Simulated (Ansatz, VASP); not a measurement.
**One calculation of Au, two programs**

INCAR

```
PREC = Accurate
ENCUT = 500
EDIFF = 1E-6
ISMEAR = 0
SIGMA = 0.1
LREAL = F
LASPH = T
NELM = 120
ALGO = Normal
ISIF = 2
LWAVE = F
LCHARG = F
GGA = PS
NBANDS = 12
GGA_COMPAT = F
```

File KPOINTS:

```
regular mesh
0
Gamma
  6 6 6
```

File POSCAR:

```
Au
1.0
    2.6683366361      0.0000000000      0.0000000000
    0.0000000000      2.6683366361      0.0000000000
    0.0000000000      0.0000000000      2.6683366361
Au
1
Direct
    0.0000000000      0.0000000000      0.0000000000
```

Input for Ansatz:

```yaml
crystal:
  lattice:
    - [2.6683366361, 0.0, 0.0]
    - [0.0, 2.6683366361, 0.0]
    - [0.0, 0.0, 2.6683366361]
  atoms:
    - { symbol: Au, position: [0.0, 0.0, 0.0] }
basis:
  ecutwfc: 420
kpoints:
  mp_grid: { grid: [6, 6, 6] }
hamiltonian:
  xc: pbesol
scf:
  occupations: { method: gaussian, width: 0.1 }
  lower_state_search: "off"
output:
  forces: true
  stress: true
  eigenvalues: true
```

Alike in both runs: task single point; functional PBEsol; k mesh 6 × 6 × 6; occupations gaussian, width 0.1 eV; no spin polarisation.

|  | VASP | Ansatz |
| --- | --- | --- |
| version | VASP 6.6.1 | Ansatz 0.2.0 |
| potentials or method | VASP PAW PBE potentials, release 64 (Au), cutoff 500 eV | scalar-relativistic, plane waves, PAW |
| valence electrons in the cell | 11 | 19 |

```csv
,VASP,Ansatz,Ansatz less VASP
gap on the k mesh at the Fermi level (eV),none,none,-
pressure (GPa),1.7,2.0,+0.30
```

VASP's potentials were made for PBE, not for PBEsol. A gap of «none» marks a metal or a gap that the smearing closes. VASP's potentials hold 11 valence electrons a cell and Ansatz's 19, so a difference there can come from the potentials and not from the codes.

The k mesh is coarse, so the values compare programs but aren't converged. Neither program's run includes spin-orbit coupling.
